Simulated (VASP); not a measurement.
# Br (Fm-3m) in VASP: notebook

The runs below take Br through single point, with PBE.

All numbers are computed with VASP 6.6.1; they aren't measurements. Logs are shortened: lines on timing, memory, paths and dates and some standing lists are left out, and cuts for length are marked.

## (1) The cell of the first run

It takes space group Fm-3m (No. 225, cubic). Conventional cell: a = 4.154 Å, b = 4.154 Å, c = 4.154 Å, α = 90.00°, β = 90.00°, γ = 90.00°. Br (site symmetry m-3m) has 12 Br at 2.94 Å within 3.9 Å.

## (2) Single point, PBE (volume scaled by 0.68)

INCAR

```
SYSTEM = Br
  PREC = Accurate
  ENCUT = 520
  EDIFF = 1E-6
  ISMEAR = -1
  SIGMA = 0.05
  LREAL = .FALSE.
  LASPH = .TRUE.
  NELM = 80
  ALGO = Normal
  ISIF = 2
  LWAVE = .FALSE.
  LCHARG = .FALSE.
  GGA = PE
  NBANDS = 10
```

KPOINTS

```
regular mesh
0
G
  14 14 14
  0 0 0
```

POSCAR

```
Br
1.0
    0.0000000000      2.0772402648      2.0772402648
    2.0772402648      0.0000000000      2.0772402648
    2.0772402648      2.0772402648      0.0000000000
Br
1
Direct
    0.0000000000      0.0000000000      0.0000000000
```

Potentials or basis: VASP PAW PBE potentials, release 64 (Br).

Run with:

```
$ cat potpaw_PBE.64/Br/POTCAR > POTCAR
$ mpirun -np 1 vasp_std > vasp.out
```

OUTCAR:

```text
SYSTEM = Br
   PREC = Accurate
   ENCUT = 520
   EDIFF = 1E-6
   ISMEAR = -1
   LREAL = .FALSE.
   LASPH = .TRUE.
   NELM = 80
   ISIF = 2
   GGA = PE

 ion  position               nearest neighbor table
   1  0.000  0.000  0.000-

  LATTYP: Found a face centered cubic cell.
 ALAT       =     4.1544805296

  Lattice vectors:

 A1 = (   0.0000000000,   2.0772402648,   2.0772402648)
 A2 = (   2.0772402648,   0.0000000000,   2.0772402648)
 A3 = (   2.0772402648,   2.0772402648,   0.0000000000)

Analysis of symmetry for initial positions (statically):
=====================================================================
 Subroutine PRICEL returns:
 Original cell was already a primitive cell.

 Routine SETGRP: Setting up the symmetry group for a
 face centered cubic supercell.

 Subroutine GETGRP returns: Found 48 space group operations
 (whereof 48 operations were pure point group operations)
 out of a pool of 48 trial point group operations.

The static configuration has the point symmetry O_h .

Analysis of symmetry for dynamics (positions and initial velocities):
=====================================================================
 Subroutine PRICEL returns:
 Original cell was already a primitive cell.

 Routine SETGRP: Setting up the symmetry group for a
 face centered cubic supercell.

 Subroutine GETGRP returns: Found 48 space group operations
 (whereof 48 operations were pure point group operations)
 out of a pool of 48 trial point group operations.

The dynamic configuration has the point symmetry O_h .

 Subroutine INISYM returns: Found 48 space group operations
 (whereof 48 operations are pure point group operations),
 and found     1 'primitive' translations

----------------------------------------------------------------------------------------

                                     Primitive cell

  volume of cell :      17.9263

  direct lattice vectors                    reciprocal lattice vectors
     0.000000000  2.077240265  2.077240265    -0.240703980  0.240703980  0.240703980
     2.077240265  0.000000000  2.077240265     0.240703980 -0.240703980  0.240703980
     2.077240265  2.077240265  0.000000000     0.240703980  0.240703980 -0.240703980

  length of vectors
     2.937661355  2.937661355  2.937661355     0.416911524  0.416911524  0.416911524

  position of ions in fractional coordinates (direct lattice)
     0.000000000  0.000000000  0.000000000

  ion indices of the primitive-cell ions
   primitive index   ion index
                 1           1

----------------------------------------------------------------------------------------

 KPOINTS: regular mesh

Automatic generation of k-mesh.
 Grid dimensions read from file:
 generate k-points for:   14   14   14

 Generating k-lattice:

  Cartesian coordinates                     Fractional coordinates (reciprocal lattice)
    -0.017193141  0.017193141  0.017193141     0.071428571  0.000000000  0.000000000
     0.017193141 -0.017193141  0.017193141     0.000000000  0.071428571  0.000000000
     0.017193141  0.017193141 -0.017193141     0.000000000  0.000000000  0.071428571

  Length of vectors
     0.029779395  0.029779395  0.029779395

  Shift w.r.t. Gamma in fractional coordinates (k-lattice)
     0.000000000  0.000000000  0.000000000

 Subroutine IBZKPT returns following result:
 ===========================================

 Found    104 irreducible k-points:

 Following reciprocal coordinates:
            Coordinates               Weight
  0.000000  0.000000  0.000000      1.000000
  0.071429  0.000000  0.000000      8.000000
  0.142857  0.000000  0.000000      8.000000
  0.214286  0.000000  0.000000      8.000000
  0.285714  0.000000  0.000000      8.000000
  0.357143  0.000000  0.000000      8.000000
[... 16 lines left out ...]
  0.214286  0.142857  0.000000     24.000000
  0.285714  0.142857  0.000000     24.000000
 [... further k-points ...]
   k-points           NKPTS =    104   k-points in BZ     NKDIM =    104   number of bands    NBANDS=     10
   number of dos      NEDOS =    301   number of ions     NIONS =      1
   total plane-waves  NPLWV =  13824
   dimension x,y,z NGX =    24 NGY =   24 NGZ =   24
   dimension x,y,z NGXF=    48 NGYF=   48 NGZF=   48
   ions per type =               1
   NGX,Y,Z   is equivalent  to a cutoff of  13.58, 13.58, 13.58 a.u.
   NGXF,Y,Z  is equivalent  to a cutoff of  27.16, 27.16, 27.16 a.u.
 SYSTEM =  Br
   PREC   = accura    normal or accurate (medium, high low for compatibility)
   ISTART =      0    job   : 0-new  1-cont  2-samecut
   ICHARG =      2    charge: 1-file 2-atom 10-const
   ISPIN  =      1    spin polarized calculation?
   LNONCOLLINEAR =      F non collinear calculations
   LSORBIT =      F    spin-orbit coupling
   LASPH  =      T    aspherical Exc in radial PAW
   ENCUT  =  520.0 eV  38.22 Ry    6.18 a.u.   5.46  5.46  5.46*2*pi/ulx,y,z
   NELM   =     80;   NELMIN=  2; NELMDL= -5     # of ELM steps
   EDIFF  = 0.1E-05   stopping-criterion for ELM
   LREAL  =      F    real-space projection
   EDIFFG = 0.1E-04   stopping-criterion for IOM
   NSW    =      0    number of steps for IOM
   IBRION =     -1    ionic relax: 0-MD 1-quasi-New 2-CG
   NFREE  =      0    steps in history (QN), initial steepest desc. (CG)
   ISIF   =      2    stress and relaxation
   ISYM   =      2    0-nonsym 1-usesym 2-fastsym
   POTIM  = 0.5000    time-step for ionic-motion
   TEBEG  =    0.0;   TEEND  =   0.0 temperature during run
   PSTRESS=    0.0 pullay stress
   NELECT =       7.0000    total number of electrons
   NUPDOWN=      -1.0000    fix difference up-down
   EMIN   =  10.00;   EMAX   =-10.00  energy-range for DOS
   EFERMI =   0.00;   METHOD = LEGACY
   ISMEAR =    -1;   SIGMA  =   0.05  broadening in eV -4-tet -1-fermi 0-gaus
   EFERMI_NEDOS =   21; number of points for ismear=-14 and -15
   IALGO  =     38    algorithm
   IMIX   =      4    mixing-type and parameters
     AMIX     =   0.40;   BMIX     =  1.00
     AMIX_MAG =   1.60;   BMIX_MAG =  1.00
  volume/ion in A,a.u.               =      17.93       120.97
  Fermi-wavevector in a.u.,A,eV,Ry     =   1.196587  2.261221 19.481085  1.431819
  Thomas-Fermi vector in A             =   2.332523
   LORBIT       =      0    0 simple, 1 ext, 2 COOP (PROOUT), +10 PAW based schemes
   GGA     = PE    functional components
   LHFCALC =     F    Hartree Fock is set to
   AEXX    =    0.0000 exact exchange contribution
   IVDW    =     0    specifies the selected vdW correction
   LEPSILON=     F    determine dielectric tensor
   LRPA    =     F    only Hartree local field effects (RPA)
 non-spin polarized calculation
  energy-cutoff  :      520.00
  volume of cell :       17.93
 maximum number of plane-waves:       531
 NGX is ok and might be reduce to    24
   NGX = 11   NGY = 11   NGZ = 11

 number of electron       6.9999999 magnetization

 Free energy of the ion-electron system (eV)
  ---------------------------------------------------
  ext. energy  EPLUGINS =         0.00000000
  ---------------------------------------------------
  free energy    TOTEN  =        -0.45487012 eV

  energy without entropy =       -0.44751057  energy(sigma->0) =       -0.45119035

 E-fermi :   6.4852     XC(G=0): -11.2064

 val. band max:        6.4528303332   @ k =  -0.3571   0.2143   0.0000
 cond. band min:       6.4934203004   @ k =   0.5000   0.0714   0.0000
 fundamental gap:      0.0405899672
 Fermi energy:         6.4851576769

 k-point     1 :       0.0000    0.0000    0.0000
  band No.  band energies     occupation
      1     -12.0550      2.00000
      2       8.2668      0.00000
      3       8.2668      0.00000
      4       8.2668      0.00000
      5      17.6745      0.00000
      6      19.0070      0.00000
      7      19.0070      0.00000
      8      19.0070      0.00000
      9      23.3776      0.00000
     10      24.8671      0.00000

 k-point     2 :       0.0714    0.0000    0.0000
  band No.  band energies     occupation
      1     -11.9507      2.00000
      2       7.5737      0.00000
      3       8.1877      0.00000
      4       8.1877      0.00000
      5      17.9468      0.00000
      6      18.8125      0.00000
      7      19.2023      0.00000
      8      19.2023      0.00000
      9      24.2443      0.00000
     10      24.2456      0.00000

 k-point     3 :       0.1429    0.0000    0.0000
  band No.  band energies     occupation
      1     -11.6425      2.00000
      2       5.9290      1.99997
      3       7.9794      0.00000
      4       7.9794      0.00000
      5      17.2883      0.00000
      6      19.6249      0.00000
      7      19.6249      0.00000
      8      19.9805      0.00000
      9      23.3385      0.00000
     10      23.3385      0.00000

 k-point     4 :       0.2143    0.0000    0.0000
  band No.  band energies     occupation
      1     -11.1471      2.00000
      2       3.9484      2.00000
      3       7.7075      0.00000
      4       7.7075      0.00000
      5      16.4788      0.00000
      6      19.7086      0.00000
      7      19.7086      0.00000
      8      21.6557      0.00000
      9      23.2904      0.00000
     10      23.2904      0.00000
[... 222 lines left out ...]
 k-point    22 :       0.1429    0.1429    0.0000
  band No.  band energies     occupation
      1     -11.5042      2.00000
      2       6.3490      1.87686
      3       7.2752      0.00000
      4       7.2752      0.00000
      5      16.6048      0.00000
      6      18.7047      0.00000
      7      20.7869      0.00000
      8      20.7869      0.00000
      9      21.7128      0.00000
     10      25.4639      0.00000

 k-point    23 :       0.2143    0.1429    0.0000
  band No.  band energies     occupation
      1     -11.1376      2.00000
      2       5.0251      2.00000
      3       6.8832      0.00070
      4       7.0180      0.00005
      5      16.1432      0.00000
      6      18.0469      0.00000
      7      20.6424      0.00000
      8      21.4499      0.00000
      9      23.2387      0.00000
     10      25.5562      0.00000

 k-point    24 :       0.2857    0.1429    0.0000
  band No.  band energies     occupation
      1     -10.5985      2.00000
      2       3.2872      2.00000
      3       6.5675      0.32314
      4       6.6553      0.06439
      5      15.9401      0.00000
      6      17.7742      0.00000
      7      20.3679      0.00000
      8      21.4481      0.00000
      9      25.3212      0.00000
     10      26.1900      0.00000

 [... further k-points ...]
[... 5 lines left out ...]
  --------------------------------------------------------------------------------------
  -------------------------------------------------------------------------------------
  Total        3.3094048      3.3094048      3.3094048     -0.0000000     -0.0000000     -0.0000000
  in kB      295.7810025    295.7810025    295.7810025     -0.0000000     -0.0000000     -0.0000000
  external PRESSURE =     295.7810025 kB  Pullay stress =       0.0000000 kB

 VOLUME and BASIS-vectors are now :
 -----------------------------------------------------------------------------
  energy-cutoff  :      520.00
  volume of cell :       17.93
      direct lattice vectors                 reciprocal lattice vectors
     0.000000000  2.077240265  2.077240265    -0.240703980  0.240703980  0.240703980
     2.077240265  0.000000000  2.077240265     0.240703980 -0.240703980  0.240703980
     2.077240265  2.077240265  0.000000000     0.240703980  0.240703980 -0.240703980

 POSITION                                       TOTAL-FORCE (eV/Angst)
 -----------------------------------------------------------------------------------
      0.00000      0.00000      0.00000         0.000000      0.000000      0.000000
 -----------------------------------------------------------------------------------
    total drift:                                0.000000     -0.000000      0.000000

  FREE ENERGIE OF THE ION-ELECTRON SYSTEM (eV)
  ---------------------------------------------------
  free  energy   TOTEN  =        -0.4548701218 eV

  energy  without entropy=       -0.4475105729  energy(sigma->0) =       -0.45119035
```

Wall time 5.5 s (1 thread of Intel Xeon 6975P-C (Granite Rapids), shared host); peak memory 0.14 GiB.

Results:

```
Free energy : -0.4549 eV
Pressure    : 29.6 GPa
```

Caveat: an odd number of electrons without spin polarisation forces a metal; a magnetic or distorted state may lie lower.

## (3) Single point, PBE (volume scaled by 0.68)

INCAR

```
PREC = Accurate
ENCUT = 520
EDIFF = 1E-7
ISMEAR = -1
SIGMA = 0.05
LREAL = F
LASPH = T
NELM = 100
ALGO = Normal
ISIF = 2
LWAVE = F
LCHARG = T
GGA = PE
LELF = T
LVHAR = T
NBANDS = 10
```

KPOINTS

```
Automatic mesh
0
Gamma
  14 14 14
```

POSCAR is that of step 2.

Potentials or basis: VASP PAW PBE potentials, release 64 (Br).

Run with:

```
$ cat potpaw_PBE.64/Br/POTCAR > POTCAR
$ mpirun -np 1 vasp_std > vasp.out
```

Run time: 6.1 s. Hardware: 1 thread of Intel Xeon 6975P-C (Granite Rapids), shared host; peak memory 0.14 GiB.

It converged, with:

| Quantity | Value |
| --- | --- |
| Free energy | -0.4549 eV |
| Pressure | 29.6 GPa |

Levels at points of the mesh, in eV from the Fermi level:
```
           k point  band 2  band 3  band 4  band 5  band 6  band 7
(0.00, 0.00, 0.00)    1.78    1.78    1.78   11.19   12.52   12.52
(0.50, 0.00, 0.00)   -7.94    0.54    0.54    8.60   11.62   11.62
(0.50, 0.50, 0.00)   -7.08   -1.98   -1.98    5.08    6.12   23.59
```

Caveat: an odd number of electrons without spin polarisation forces a metal; a magnetic or distorted state may lie lower.

## (4) Single point, PBE (volume scaled by 0.76)

INCAR

```
SYSTEM = Br
  ALGO = Normal
  EDIFF = 1E-7
  ENCUT = 520
  GGA = PE
  ISIF = 2
  ISMEAR = -1
  LASPH = .TRUE.
  LCHARG = .FALSE.
  LREAL = .FALSE.
  LWAVE = .FALSE.
  NBANDS = 10
  NELM = 60
  PREC = Accurate
  SIGMA = 0.05
```

KPOINTS

```
k-points
0
G
  14 14 14
  0 0 0
```

POSCAR

```
Br
1.0
    0.0000000000      2.1556998532      2.1556998532
    2.1556998532      0.0000000000      2.1556998532
    2.1556998532      2.1556998532      0.0000000000
Br
1
Direct
    0.0000000000      0.0000000000      0.0000000000
```

Potentials or basis: VASP PAW PBE potentials, release 64 (Br).

Run with:

```
$ cat potpaw_PBE.64/Br/POTCAR > POTCAR
$ mpirun -np 1 vasp_std > vasp.out
```

OUTCAR:

```text
SYSTEM = Br
   EDIFF = 1E-7
   ENCUT = 520
   GGA = PE
   ISIF = 2
   ISMEAR = -1
   LASPH = .TRUE.
   LREAL = .FALSE.
   NELM = 60
   PREC = Accurate

 ion  position               nearest neighbor table
   1  0.000  0.000  0.000-

  LATTYP: Found a face centered cubic cell.
 ALAT       =     4.3113997064

  Lattice vectors:

 A1 = (   0.0000000000,   2.1556998532,   2.1556998532)
 A2 = (   2.1556998532,   0.0000000000,   2.1556998532)
 A3 = (   2.1556998532,   2.1556998532,   0.0000000000)

Analysis of symmetry for initial positions (statically):
[... 482 lines left out ...]
      5      14.4834      0.00000
      6      16.1443      0.00000
      7      18.1790      0.00000
      8      19.5143      0.00000
      9      22.5788      0.00000
     10      23.9649      0.00000

 [... further k-points ...]
[... 5 lines left out ...]
  --------------------------------------------------------------------------------------
  -------------------------------------------------------------------------------------
  Total        1.9917556      1.9917556      1.9917556      0.0000000      0.0000000     -0.0000000
  in kB      159.2765194    159.2765194    159.2765194      0.0000000      0.0000000     -0.0000000
  external PRESSURE =     159.2765194 kB  Pullay stress =       0.0000000 kB

 VOLUME and BASIS-vectors are now :
 -----------------------------------------------------------------------------
  energy-cutoff  :      520.00
  volume of cell :       20.04
      direct lattice vectors                 reciprocal lattice vectors
     0.000000000  2.155699853  2.155699853    -0.231943236  0.231943236  0.231943236
     2.155699853  0.000000000  2.155699853     0.231943236 -0.231943236  0.231943236
     2.155699853  2.155699853  0.000000000     0.231943236  0.231943236 -0.231943236

 POSITION                                       TOTAL-FORCE (eV/Angst)
 -----------------------------------------------------------------------------------
      0.00000      0.00000      0.00000         0.000000      0.000000     -0.000000
 -----------------------------------------------------------------------------------
    total drift:                                0.000000      0.000000     -0.000000

  FREE ENERGIE OF THE ION-ELECTRON SYSTEM (eV)
  ---------------------------------------------------
  free  energy   TOTEN  =        -0.7465806917 eV

  energy  without entropy=       -0.7378359370  energy(sigma->0) =       -0.74220831
```

stdout:

```text
POSCAR found type information on POSCAR Br
 POSCAR found :  1 types and       1 ions
 scaLAPACK will be used
 LDA part: xc-table for (Slater+PW92), standard interpolation
 POSCAR, INCAR and KPOINTS ok, starting setup
 FFT: planning ... GRIDC
 FFT: planning ... GRID_SOFT
 FFT: planning ... GRID
 WAVECAR not read
 entering main loop
```

It took 5.3 s on 1 thread of Intel Xeon 6975P-C (Granite Rapids), shared host; peak memory 0.14 GiB.

Results:

| Property | Result |
| --- | --- |
| Free energy | -0.7466 eV |
| Pressure | 15.9 GPa |

Caveat: an odd number of electrons without spin polarisation forces a metal; a magnetic or distorted state may lie lower.

## (5) Single point, PBE (volume scaled by 0.76)

INCAR

```
ALGO = Normal
EDIFF = 1E-6
ENCUT = 520
GGA = PE
ISIF = 2
ISMEAR = -1
LASPH = True
LCHARG = False
LREAL = False
LWAVE = False
NBANDS = 10
NELM = 80
PREC = Accurate
SIGMA = 0.05
```

KPOINTS

```
k-points
0
Gamma
  14 14 14
```

POSCAR is that of step 4.

Potentials or basis: VASP PAW PBE potentials, release 64 (Br).

Run with:

```
$ cat potpaw_PBE.64/Br/POTCAR > POTCAR
$ mpirun -np 1 vasp_std > vasp.out
```

OUTCAR:

```text
EDIFF = 1E-6
   ENCUT = 520
   GGA = PE
   ISIF = 2
   ISMEAR = -1
   LASPH = True
   LREAL = False
   NELM = 80
   PREC = Accurate

 ion  position               nearest neighbor table
   1  0.000  0.000  0.000-

  LATTYP: Found a face centered cubic cell.
 ALAT       =     4.3113997064

  Lattice vectors:

 A1 = (   0.0000000000,   2.1556998532,   2.1556998532)
 A2 = (   2.1556998532,   0.0000000000,   2.1556998532)
 A3 = (   2.1556998532,   2.1556998532,   0.0000000000)

Analysis of symmetry for initial positions (statically):
[... 482 lines left out ...]
      5      14.4834      0.00000
      6      16.1443      0.00000
      7      18.1790      0.00000
      8      19.5143      0.00000
      9      22.5788      0.00000
     10      23.9649      0.00000

 [... further k-points ...]
[... 5 lines left out ...]
  --------------------------------------------------------------------------------------
  -------------------------------------------------------------------------------------
  Total        1.9917737      1.9917737      1.9917737      0.0000000      0.0000000     -0.0000000
  in kB      159.2779650    159.2779650    159.2779650      0.0000000      0.0000000     -0.0000000
  external PRESSURE =     159.2779650 kB  Pullay stress =       0.0000000 kB

 VOLUME and BASIS-vectors are now :
 -----------------------------------------------------------------------------
  energy-cutoff  :      520.00
  volume of cell :       20.04
      direct lattice vectors                 reciprocal lattice vectors
     0.000000000  2.155699853  2.155699853    -0.231943236  0.231943236  0.231943236
     2.155699853  0.000000000  2.155699853     0.231943236 -0.231943236  0.231943236
     2.155699853  2.155699853  0.000000000     0.231943236  0.231943236 -0.231943236

 POSITION                                       TOTAL-FORCE (eV/Angst)
 -----------------------------------------------------------------------------------
      0.00000      0.00000      0.00000         0.000000      0.000000      0.000000
 -----------------------------------------------------------------------------------
    total drift:                                0.000000      0.000000     -0.000000

  FREE ENERGIE OF THE ION-ELECTRON SYSTEM (eV)
  ---------------------------------------------------
  free  energy   TOTEN  =        -0.7465806915 eV

  energy  without entropy=       -0.7378359368  energy(sigma->0) =       -0.74220831
```

Run time: 6.2 s. Hardware: 1 thread of Intel Xeon 6975P-C (Granite Rapids), shared host; peak memory 0.14 GiB.

What came out:

```yaml
Free_energy: -0.7466 eV
Pressure: 15.9 GPa
```

Caveat: an odd number of electrons without spin polarisation forces a metal; a magnetic or distorted state may lie lower.
